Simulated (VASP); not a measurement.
A run of VASP 6.6.1:

The input INCAR:

```
SYSTEM = Eu
PREC = Accurate
ENCUT = 520
EDIFF = 1E-7
ISMEAR = -1
SIGMA = 0.05
LREAL = .FALSE.
LASPH = .TRUE.
NELM = 150
ALGO = Normal
ISIF = 2
LWAVE = .FALSE.
LCHARG = .TRUE.
ISPIN = 2
MAGMOM = 7
LORBIT = 11
LMAXMIX = 6
GGA = PE
LELF = .TRUE.
LVHAR = .TRUE.
NBANDS = 18
```

File KPOINTS:

```
regular mesh
0
G
  14 14 14
  0 0 0
```

File POSCAR:

```
Eu
1.0
   -2.1920587954      2.1920587954      2.1920587954
    2.1920587954     -2.1920587954      2.1920587954
    2.1920587954      2.1920587954     -2.1920587954
Eu
1
Direct
    0.0000000000      0.0000000000      0.0000000000
```

Potentials or basis: VASP PAW PBE potentials, release 64 (Eu).

The run is started by

```sh
$ cat potpaw_PBE.64/Eu/POTCAR > POTCAR
$ mpirun -np 1 vasp_std > vasp.out
```

Hardware: 1 thread of AMD EPYC 9R45 96-Core Processor (Zen 5) (shared host).

Q: Estimate the wall time of this run.

A: It took 2.1 min on 1 thread of AMD EPYC 9R45 96-Core Processor (Zen 5), with other jobs on the host, peak memory 0.25 GiB. Counts: scf iterations 17, k points 104.
